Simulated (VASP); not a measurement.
# Cr3N (P4/mmm) in VASP: notebook, part 2 of 3

VASP 6.6.1. The steps go on from the part before.

## (3) Single point, PBE, collinear spin, ferromagnetic start

This run uses another cell than the first one, of 12.70 Å³/atom.

INCAR reads:

```
SYSTEM = Cr3N
ALGO = Normal
EDIFF = 1E-6
ENCUT = 520
GGA = PE
ISIF = 2
ISMEAR = 0
ISPIN = 2
LASPH = .TRUE.
LCHARG = .TRUE.
LELF = .TRUE.
LMAXMIX = 4
LORBIT = 11
LREAL = .FALSE.
LVHAR = .TRUE.
LWAVE = .FALSE.
MAGMOM = 3 3 3 0
NBANDS = 32
NELM = 150
PREC = Accurate
SIGMA = 0.1
```

KPOINTS reads:

```
k-points
0
G
  4 4 6
  0 0 0
```

POSCAR reads:

```
Cr3N
1.0
    4.0621618400      0.0000000000      0.0000000000
    0.0000000000      4.0621618400      0.0000000000
    0.0000000000      0.0000000000      3.0775103800
Cr N
3 1
Direct
    0.0000000000      0.0000000000      0.5000000000
    0.5000000000      0.0000000000      0.5000000000
    0.0000000000      0.5000000000      0.5000000000
    0.5000000000      0.5000000000      0.0000000000
```

Potentials or basis: VASP PAW PBE potentials, release 64 (Cr_pv, N).

The run is started by

```bash
$ cat potpaw_PBE.64/Cr_pv/POTCAR potpaw_PBE.64/N/POTCAR > POTCAR
$ mpirun -np 1 vasp_std > vasp.out
```

OUTCAR:

```text
SYSTEM = Cr3N
   EDIFF = 1E-6
   ENCUT = 520
   GGA = PE
   ISIF = 2
   ISMEAR = 0
   ISPIN = 2
   LASPH = .TRUE.
   LORBIT = 11
   LREAL = .FALSE.
   NELM = 150
   PREC = Accurate

 ion  position               nearest neighbor table
   1  0.000  0.000  0.500-   2 2.03   3 2.03   3 2.03   2 2.03
   2  0.500  0.000  0.500-   1 2.03   1 2.03   3 2.87   3 2.87   3 2.87   3 2.87
   3  0.000  0.500  0.500-   1 2.03   1 2.03   2 2.87   2 2.87   2 2.87   2 2.87
   4  0.500  0.500  0.000-

  LATTYP: Found a simple tetragonal cell.
 ALAT       =     4.0621618400
 C/A-ratio  =     0.7576040791

  Lattice vectors:

 A1 = (   4.0621618400,   0.0000000000,   0.0000000000)
 A2 = (   0.0000000000,   4.0621618400,   0.0000000000)
 A3 = (   0.0000000000,   0.0000000000,   3.0775103800)

Analysis of symmetry for initial positions (statically):
=====================================================================
 Subroutine PRICEL returns:
 Original cell was already a primitive cell.

 Routine SETGRP: Setting up the symmetry group for a
 simple tetragonal supercell.

 Subroutine GETGRP returns: Found 16 space group operations
 (whereof 16 operations were pure point group operations)
 out of a pool of 16 trial point group operations.

The static configuration has the point symmetry D_4h.

Analysis of symmetry for dynamics (positions and initial velocities):
=====================================================================
 Subroutine PRICEL returns:
 Original cell was already a primitive cell.

 Routine SETGRP: Setting up the symmetry group for a
 simple tetragonal supercell.

 Subroutine GETGRP returns: Found 16 space group operations
 (whereof 16 operations were pure point group operations)
 out of a pool of 16 trial point group operations.

The dynamic configuration has the point symmetry D_4h.

Analysis of structural, dynamic, and magnetic symmetry:
=====================================================================
 Subroutine PRICEL returns:
 Original cell was already a primitive cell.

 Routine SETGRP: Setting up the symmetry group for a
 simple tetragonal supercell.

 Subroutine GETGRP returns: Found 16 space group operations
 (whereof 16 operations were pure point group operations)
 out of a pool of 16 trial point group operations.

The overall configuration has the point symmetry D_4h.

 Subroutine INISYM returns: Found 16 space group operations
 (whereof 16 operations are pure point group operations),
 and found     1 'primitive' translations

----------------------------------------------------------------------------------------

                                     Primitive cell

  volume of cell :      50.7825

  direct lattice vectors                    reciprocal lattice vectors
     4.062161840  0.000000000  0.000000000     0.246174338  0.000000000  0.000000000
     0.000000000  4.062161840  0.000000000     0.000000000  0.246174338  0.000000000
     0.000000000  0.000000000  3.077510380     0.000000000  0.000000000  0.324937978

  length of vectors
     4.062161840  4.062161840  3.077510380     0.246174338  0.246174338  0.324937978

  position of ions in fractional coordinates (direct lattice)
     0.000000000  0.000000000  0.500000000
     0.500000000  0.000000000  0.500000000
     0.000000000  0.500000000  0.500000000
     0.500000000  0.500000000  0.000000000
[... 78 lines left out ...]
   EDIFF  = 0.1E-05   stopping-criterion for ELM
   LREAL  =      F    real-space projection
   EDIFFG = 0.1E-04   stopping-criterion for IOM
   NSW    =      0    number of steps for IOM
   IBRION =     -1    ionic relax: 0-MD 1-quasi-New 2-CG
   NFREE  =      0    steps in history (QN), initial steepest desc. (CG)
   ISIF   =      2    stress and relaxation
   ISYM   =      2    0-nonsym 1-usesym 2-fastsym
   POTIM  = 0.5000    time-step for ionic-motion
   TEBEG  =    0.0;   TEEND  =   0.0 temperature during run
   PSTRESS=    0.0 pullay stress
   NELECT =      41.0000    total number of electrons
   NUPDOWN=      -1.0000    fix difference up-down
   EMIN   =  10.00;   EMAX   =-10.00  energy-range for DOS
   EFERMI =   0.00;   METHOD = LEGACY
   ISMEAR =     0;   SIGMA  =   0.10  broadening in eV -4-tet -1-fermi 0-gaus
   EFERMI_NEDOS =   21; number of points for ismear=-14 and -15
   IALGO  =     38    algorithm
   IMIX   =      4    mixing-type and parameters
     AMIX     =   0.40;   BMIX     =  1.00
     AMIX_MAG =   1.60;   BMIX_MAG =  1.00
  volume/ion in A,a.u.               =      12.70        85.67
  Fermi-wavevector in a.u.,A,eV,Ry     =   1.524397  2.880693 31.617037  2.323787
  Thomas-Fermi vector in A             =   2.632710
   LORBIT       =     11    0 simple, 1 ext, 2 COOP (PROOUT), +10 PAW based schemes
   GGA     = PE    functional components
   LHFCALC =     F    Hartree Fock is set to
   AEXX    =    0.0000 exact exchange contribution
   IVDW    =     0    specifies the selected vdW correction
   LEPSILON=     F    determine dielectric tensor
   LRPA    =     F    only Hartree local field effects (RPA)
 spin polarized calculation
 Gauss-broadening in eV      SIGMA  =   0.10
  energy-cutoff  :      520.00
  volume of cell :       50.78
 maximum number of plane-waves:      1411
   NGX = 15   NGY = 15   NGZ = 11

 number of electron      40.9999943 magnetization       0.0002364

 number of electron      40.9999943 magnetization      -0.0019262

 Free energy of the ion-electron system (eV)
  ---------------------------------------------------
  ext. energy  EPLUGINS =         0.00000000
  ---------------------------------------------------
  free energy    TOTEN  =       -29.56230761 eV

  energy without entropy =      -29.53561948  energy(sigma->0) =      -29.54896355

 E-fermi :   7.7347     XC(G=0): -12.1637

 val. band max:        7.7197309104   @ k =   0.5000   0.5000   0.5000
 cond. band min:       7.7370500061   @ k =   0.2500   0.0000   0.1667
 fundamental gap:      0.0173190957
 Fermi energy:         7.7346618130

 spin component 1

 k-point     1 :       0.0000    0.0000    0.0000
  band No.  band energies     occupation
      1     -36.7740      1.00000
      2     -36.7740      1.00000
      3     -35.4622      1.00000
      4     -35.4622      1.00000
      5     -35.4438      1.00000
      6     -35.2946      1.00000
[... 829 lines left out ...]
     31      13.4260      0.00000
     32      13.6607      0.00000
 Fermi energy:         7.7346618130

 spin component 2

 k-point     1 :       0.0000    0.0000    0.0000
  band No.  band energies     occupation
      1     -36.7747      1.00000
      2     -36.7747      1.00000
      3     -35.4625      1.00000
      4     -35.4625      1.00000
      5     -35.4443      1.00000
      6     -35.2949      1.00000
[... 829 lines left out ...]
     31      13.4256      0.00000
     32      13.6602      0.00000

------------------------ aborting loop because EDIFF is reached ----------------------------------------

  FORCE on cell =-STRESS in cart. coord.  units (eV):
  Direction    XX          YY          ZZ          XY          YZ          ZX
  --------------------------------------------------------------------------------------
  -------------------------------------------------------------------------------------
  Total        3.8609666      3.8609666    -13.9332696      0.0000000     -0.0000000      0.0000000
  in kB      121.8127236    121.8127236   -439.5918693      0.0000000     -0.0000000      0.0000000
  external PRESSURE =     -65.3221407 kB  Pullay stress =       0.0000000 kB

 VOLUME and BASIS-vectors are now :
 -----------------------------------------------------------------------------
  energy-cutoff  :      520.00
  volume of cell :       50.78
      direct lattice vectors                 reciprocal lattice vectors
     4.062161840  0.000000000  0.000000000     0.246174338  0.000000000  0.000000000
     0.000000000  4.062161840  0.000000000     0.000000000  0.246174338  0.000000000
     0.000000000  0.000000000  3.077510380     0.000000000  0.000000000  0.324937978

 POSITION                                       TOTAL-FORCE (eV/Angst)
 -----------------------------------------------------------------------------------
      0.00000      0.00000      1.53876         0.000000      0.000000      0.000000
      2.03108      0.00000      1.53876         0.000000      0.000000      0.000000
      0.00000      2.03108      1.53876         0.000000      0.000000      0.000000
      2.03108      2.03108      0.00000         0.000000      0.000000      0.000000
 -----------------------------------------------------------------------------------
    total drift:                                0.000000      0.000000     -0.000000

  FREE ENERGIE OF THE ION-ELECTRON SYSTEM (eV)
  ---------------------------------------------------
  free  energy   TOTEN  =       -29.5623076105 eV

  energy  without entropy=      -29.5356194846  energy(sigma->0) =      -29.54896355

 total charge

# of ion       s       p       d       tot
------------------------------------------
    1        0.423   6.363   4.756  11.542
    2        0.322   6.221   4.405  10.947
    3        0.322   6.221   4.405  10.947
    4        1.318   2.095   0.000   3.413
--------------------------------------------------
tot          2.385  20.900  13.565  36.850

 magnetization (x)

# of ion       s       p       d       tot
------------------------------------------
    1       -0.000  -0.000  -0.001  -0.001
    2       -0.000  -0.000  -0.000  -0.000
    3       -0.000  -0.000  -0.000  -0.000
    4        0.000   0.000   0.000   0.000
--------------------------------------------------
tot         -0.000   0.000  -0.002  -0.002
```

OSZICAR:

```text
N       E                     dE             d eps       ncg     rms          rms(c)
DAV:   1     0.491441635661E+03    0.49144E+03   -0.23492E+04  3088   0.154E+03
DAV:   2    -0.239282186234E+01   -0.49383E+03   -0.46992E+03  3184   0.460E+02
DAV:   3    -0.311002967954E+02   -0.28707E+02   -0.27277E+02  3640   0.122E+02
DAV:   4    -0.317836215491E+02   -0.68332E+00   -0.68119E+00  3256   0.180E+01
[... 25 lines left out ...]
DAV:  30    -0.295623024035E+02   -0.84177E-05   -0.11078E-04  3552   0.839E-02    0.691E-02
DAV:  31    -0.295623059879E+02   -0.35844E-05   -0.20675E-04  4104   0.903E-02    0.562E-02
DAV:  32    -0.295623079604E+02   -0.19725E-05   -0.26910E-05  3752   0.363E-02    0.210E-02
DAV:  33    -0.295623076356E+02    0.32478E-06   -0.15043E-05  3496   0.186E-02    0.146E-02
DAV:  34    -0.295623076105E+02    0.25150E-07   -0.10598E-06  1872   0.690E-03
   1 F= -.29562308E+02 E0= -.29548964E+02  d E =-.266881E-01  mag=    -0.0044
```

It took 2.4 min on 1 thread of Intel Xeon Platinum 8488C (Sapphire Rapids), shared host; peak memory 0.21 GiB.

Results:

```yaml
Free_energy: -29.5623 eV
Pressure: -6.5 GPa
Net_moment: 0.00 μB per cell
Valence_electrons_inside_the_program's_atomic_spheres: Cr 11.54, 10.95 (each value once); N 3.41
```

Caveat: the k points lie up to 0.39 Å⁻¹ apart; the moments typed at the start vanished in this run.

(Part 2 of 3 ends here.)
